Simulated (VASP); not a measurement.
**LiH: vibrations by perturbation theory with PBE**

The system is LiH.

```
Li H
1.0
     0.00000    2.14385    2.14385
     2.14385    0.00000    2.14385
     2.14385    2.14385    0.00000
Li H
1 1
Direct
  0.00000 0.00000 0.00000
  0.25000 0.25000 0.25000
```

```
Program                : VASP 6.6.1
Task                   : vibrations by perturbation theory
Functional             : PBE
Potentials or basis    : VASP PAW PBE potentials, release 64 (Li_sv, H)
Cutoff                 : 520 eV
k mesh                 : 12 × 12 × 12
Occupations            : gaussian, width 0.01 eV
Spin                   : no spin polarisation
Dipole correction      : no
Further INCAR settings : ALGO = Normal; EDIFF = 1e-08; IBRION = 8; NSW = 1
```

- Electronic dielectric tensor (diagonal): 3.25
- Born charges (mean of the diagonal): Li +0.82; H -0.82 e
- Highest phonon frequency at Γ: 841 cm⁻¹

Phonon frequencies in cm⁻¹ (negative: imaginary):
```csv
q point,frequencies
"(0.000, 0.000, 0.000)",-1 -1 -1 841 841 841
```

Electronic dielectric tensor:
```
3.25 0.00 0.00
0.00 3.25 0.00
0.00 0.00 3.25
```

Born effective charge tensors (e):
atom 1, Li
```
0.82 0.00 0.00
0.00 0.82 0.00
0.00 0.00 0.82
```
atom 2, H
```
-0.82  0.00  0.00
 0.00 -0.82  0.00
 0.00  0.00 -0.82
```

Wall time 7.2 min on 1 thread of AMD EPYC 7R13 (shared host), peak memory 0.18 GiB.
